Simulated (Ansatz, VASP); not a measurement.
Two plane-wave programs on MnB6

```
Mn B
1.0
     4.60268    0.00000    0.00000
    -2.30134    3.98604    0.00000
     0.00000    0.00000    2.74447
Mn B
1 6
Cartesian
  0.0000 0.0000 0.0000
  2.5926 2.3031 1.3722
  1.3119 1.0937 1.3722
  2.9996 0.5893 1.3722
  -0.2912 1.6830 1.3722
  0.9895 2.8923 1.3722
  -0.6982 3.3968 1.3722
```

Alike in both runs: functional PBE; k mesh 12 × 12 × 12; occupations gaussian, width 0.1 eV; no spin polarisation.

Ansatz relaxed the structure, and its values are those at the end. VASP's run is a single point on that final structure, the one shown.

```csv
,VASP,Ansatz
version,VASP 6.6.1,Ansatz 0.2.0
potentials or method,"VASP PAW PBE potentials, release 64 (Mn_pv, B), cutoff 520 eV","scalar-relativistic, plane waves, PAW"
valence electrons in the cell,31,33
```

```csv
,VASP,Ansatz,Ansatz less VASP
gap on the k mesh at the Fermi level (eV),none,none,-
pressure (GPa),0.1,0.0,-0.10
rms of the force components (eV/Å),0.008,0.000,-0.0078
```

A gap of «none» marks a metal or a gap that the smearing closes. VASP's potentials hold 31 valence electrons a cell and Ansatz's 33, so a difference there can come from the potentials and not from the codes.
